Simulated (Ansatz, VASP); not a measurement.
MgO: VASP beside Ansatz

Contents of INCAR:

```
ALGO = Normal
EDIFF = 1E-7
ENCUT = 520
GGA = PE
ISIF = 2
ISMEAR = 0
LASPH = T
LCHARG = F
LREAL = F
LWAVE = F
NBANDS = 36
NELM = 80
PREC = Accurate
SIGMA = 0.05
```

The input KPOINTS:

```
k-points
0
Gamma
  4 4 4
```

File POSCAR:

```
MgO
1.0
    5.6335409551      0.0000000000      0.0000000000
    0.0000000000      5.6335409551      0.0000000000
    0.0000000000      0.0000000000      5.6335409551
Mg O
6 6
Direct
    0.2500000000     -0.0047270923      0.5000000000
    0.0000000000      0.5059234028      0.2500000000
    0.5000000000      0.7349828020      0.0000000000
    0.7500000000     -0.0047270923      0.5000000000
    0.0000000000      0.5059234028      0.7500000000
    0.5000000000      0.2349828020      0.0000000000
    0.2500000000      0.5173191042      0.0000000000
    0.5000000000      0.0089712811      0.2500000000
    0.0000000000      0.7447057189      0.5000000000
    0.7500000000      0.5173191042      0.0000000000
    0.5000000000      0.0089712811      0.7500000000
    0.0000000000      0.2447057189      0.5000000000
```

Input for Ansatz:

```yaml
crystal:
  lattice:
    - [5.6335409551, 0.0, 0.0]
    - [0.0, 5.6335409551, 0.0]
    - [0.0, 0.0, 5.6335409551]
  atoms:
    - { symbol: Mg, position: [0.25, -0.0047270923, 0.5] }
    - { symbol: Mg, position: [0.0, 0.5059234028, 0.25] }
    - { symbol: Mg, position: [0.5, 0.734982802, 0.0] }
    - { symbol: Mg, position: [0.75, -0.0047270923, 0.5] }
    - { symbol: Mg, position: [0.0, 0.5059234028, 0.75] }
    - { symbol: Mg, position: [0.5, 0.234982802, 0.0] }
    - { symbol: O, position: [0.25, 0.5173191042, 0.0] }
    - { symbol: O, position: [0.5, 0.0089712811, 0.25] }
    - { symbol: O, position: [0.0, 0.7447057189, 0.5] }
    - { symbol: O, position: [0.75, 0.5173191042, 0.0] }
    - { symbol: O, position: [0.5, 0.0089712811, 0.75] }
    - { symbol: O, position: [0.0, 0.2447057189, 0.5] }
basis:
  ecutwfc: 520.0
kpoints:
  mp_grid: { grid: [4, 4, 4] }
hamiltonian:
  xc: pbe
  pseudopotentials: { kind: paw, azcp: { folder: soft_1 } }
scf:
  occupations: { method: gaussian, width: 0.05 }
output:
  forces: true
  stress: true
  eigenvalues: true
```

Change from the starting cell: mode 14 frozen in at -0.030 Å and mode 24 at -0.085 Å (largest displacements).

Alike in both runs: task single point; functional PBE; k mesh 4 × 4 × 4; occupations gaussian, width 0.05 eV; no spin polarisation.

```csv
,VASP,Ansatz
version,VASP 6.6.1,Ansatz 0.2.0
potentials or method,"VASP PAW PBE potentials, release 64 (Mg, O), cutoff 520 eV","scalar-relativistic, plane waves, PAW"
valence electrons in the cell,48,96
```

|  | VASP | Ansatz | Ansatz less VASP |
| --- | --- | --- | --- |
| gap on the k mesh at the Fermi level (eV) | 2.87 | 2.88 | +0.014 |
| least direct gap on the mesh (eV) | 2.87 | 2.89 | +0.014 |
| pressure (GPa) | 0.6 | 0.9 | +0.30 |
| traceless stress, the component that is largest in VASP (GPa) | 0.24 | 0.24 | -0.003 |
| rms of the force components (eV/Å) | 0.615 | 0.607 | -0.0081 |

Atom by atom the forces differ by 0.008 eV/Å (rms over components). VASP's potentials hold 48 valence electrons a cell and Ansatz's 96, so a difference there can come from the potentials and not from the codes.
